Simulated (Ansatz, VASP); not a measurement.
# Two plane-wave programs on SiC

```
Si C
1.0
     3.09153    0.00000    0.00000
    -1.54577    2.67734    0.00000
     0.00000    0.00000    5.07529
Si C
2 2
Direct
  0.33333 0.66667 0.00461
  0.66667 0.33333 0.50461
  0.33333 0.66667 0.38039
  0.66667 0.33333 0.88039
```

Alike in both runs: task relaxation of cell and atoms; functional PBE; k mesh 12 × 12 × 6; occupations gaussian, width 0.02 eV; no spin polarisation.

```csv
,VASP,Ansatz
version,VASP 6.6.1,Ansatz 0.2.0
potentials or method,"VASP PAW PBE potentials, release 64 (Si, C), cutoff 600 eV","scalar-relativistic, plane waves, PAW"
valence electrons in the cell,16,16
```

```csv
,VASP,Ansatz,Ansatz less VASP
"gap on the k mesh at the Fermi level, each at its own relaxed structure (eV)",2.30,2.31,+0.008
relaxed volume (Å³/atom),10.49,10.50,+0.009
relaxed cell length with the largest relative difference (Å),3.091,3.092,+0.0011
```
